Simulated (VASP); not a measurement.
**KSrBr3: single point with r2SCAN**

Crystal: KSrBr3.

```
CELL_PARAMETERS angstrom
5.87867 0.00000 0.00000
0.00000 5.87867 0.00000
0.00000 0.00000 5.87867
ATOMIC_POSITIONS crystal
K 0.00000 0.00000 0.00000
Sr 0.50000 0.50000 0.50000
Br 0.50000 0.50000 0.00000
Br 0.50000 0.00000 0.50000
Br 0.00000 0.50000 0.50000
```

This cell differs from its parent crystal: strain -1.0%.

| Property | Result |
| --- | --- |
| Program | VASP 6.6.1 |
| Task | single point |
| Functional | r2SCAN |
| Potentials or basis | VASP PAW PBE potentials, release 64 (K_sv, Sr_sv, Br) |
| Cutoff | 520 eV |
| k mesh | 4 × 4 × 4 |
| Occupations | gaussian, width 0.01 eV |
| Spin | no spin polarisation |

- Pressure: 0.7 GPa
- Band gap on the k mesh: 4.47 eV, indirect (least direct gap 4.72 eV)

Levels at points of the mesh, in eV from the valence-band top:
| k point | band 17 | band 18 | band 19 | band 20 | band 21 | band 22 | band 23 | band 24 |
| --- | --- | --- | --- | --- | --- | --- | --- | --- |
| (0.00, 0.00, 0.00) | -0.49 | -0.24 | -0.24 | -0.24 | 4.47 | 5.82 | 5.82 | 5.82 |
| (0.50, 0.00, 0.00) | -0.79 | -0.60 | -0.33 | -0.33 | 6.02 | 6.19 | 6.23 | 7.10 |
| (0.50, 0.50, 0.00) | -0.80 | -0.76 | -0.76 | -0.01 | 6.85 | 7.23 | 7.23 | 7.52 |
| (0.50, 0.50, 0.50) | -1.39 | 0.00 | 0.00 | 0.00 | 5.84 | 7.18 | 7.18 | 7.18 |

Run time: 2.9 min on 1 thread of Intel(R) Xeon(R) Platinum 8259CL CPU @ 2.50GHz (Skylake/Cascade Lake), on a shared host, peak memory 0.39 GiB.

Caveat: the cell differs from its parent crystal (strain -1.0%); the PAW data sets were made with another functional, which shifts forces and pressure a little. A k mesh can miss the band edges.
